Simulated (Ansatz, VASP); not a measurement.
# Two plane-wave programs on K

```
K
1.0
     4.57871    0.00000    0.00000
     0.00000    4.57871    0.00000
     0.00000    0.00000    4.57871
K
1
Direct
  0.00000 0.00000 0.00000
```

Alike in both runs: task single point; functional BLYP; k mesh 8 × 8 × 8; occupations fermi-dirac, width 0.1 eV; no spin polarisation.

|  | VASP | Ansatz |
| --- | --- | --- |
| version | VASP 6.6.1 | Ansatz 0.2.0 |
| potentials or method | VASP PAW PBE potentials, release 64 (K_sv), cutoff 520 eV | plane waves (420 eV) with PAW, scalar-relativistic |
| valence electrons in the cell | 9 | 9 |

|  | VASP | Ansatz | Ansatz less VASP |
| --- | --- | --- | --- |
| pressure (GPa) | -0.2 | -0.2 | +0.01 |

VASP's potentials were made for PBE, not for BLYP. With one functional, cell and mesh, what is left measures potentials, basis and numerics.
